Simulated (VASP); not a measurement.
Write the native input for VASP 6.6.1 that does the following.

- Task: relaxation of cell and atoms
- Functional: PBE
- Potentials or basis: VASP PAW PBE potentials, release 64 (Al, N)
- Cutoff: 600 eV
- k mesh: 4 × 6 × 4
- Occupations: gaussian, width 0.1 eV
- Spin: no spin polarisation
- Dipole correction: no
- Further INCAR settings: ALGO = Normal; EDIFF = 1e-06; IBRION = 2; EDIFFG = -0.04; NSW = 90; ISIF = 3

The structure of AlN lies in POSCAR:

```
AlN
1.0
    5.0906470600      0.0000000000      0.0000000000
    0.0000000000      3.1097468000      0.0000000000
    0.0000000000      0.0000000000      5.2271591900
Al N
4 4
Direct
    0.8210678200      0.7500000000      0.4095370000
    0.6789321800      0.2500000000      0.9095370000
    0.3210678200      0.7500000000      0.0904630000
    0.1789321800      0.2500000000      0.5904630000
    0.8210678200      0.2500000000      0.5904630000
    0.6789321800      0.7500000000      0.0904630000
    0.3210678200      0.2500000000      0.9095370000
    0.1789321800      0.7500000000      0.4095370000
```

These files were run (other wordings do the same):

INCAR

```
SYSTEM = AlN
PREC = Accurate ; ENCUT = 600
EDIFF = 1E-6 ; ISMEAR = 0
SIGMA = 0.1 ; LREAL = .FALSE.
LASPH = .TRUE. ; NELM = 80
ALGO = Normal ; ISIF = 3
LWAVE = .FALSE. ; LCHARG = .FALSE.
GGA = PE ; IBRION = 2
NSW = 90 ; EDIFFG = -0.04
```

KPOINTS

```
Automatic mesh
0
G
  4 6 4
  0 0 0
```

Potentials or basis: VASP PAW PBE potentials, release 64 (Al, N).

Launch:

```console
$ cat potpaw_PBE.64/Al/POTCAR potpaw_PBE.64/N/POTCAR > POTCAR
$ mpirun -np 1 vasp_std > vasp.out
```

It gave:

```json
{
 "Relaxed volume": "12.03 Å³/atom",
 "Relaxed cell": "a = 5.739 Å, b = 3.211 Å, c = 5.223 Å, α = 90.00°, β = 90.00°, γ = 90.00°",
 "Space group after relaxing (to 0.05 Å)": "Pnma (No. 62)",
 "Energy gained by relaxing": "170.1 meV/atom",
 "Ionic steps": "21",
 "Pressure after relaxing": "0.2 GPa",
 "Largest force after relaxing": "0.039 eV/Å",
 "Band gap on the k mesh": "3.51 eV, direct"
}
```

Caveat: the volume moved by over 15 % at a fixed basis, so the end points are rough.

It used 1600 s of CPU time on 1 thread of AMD EPYC 7R13 Processor (Zen 3), on a shared host.
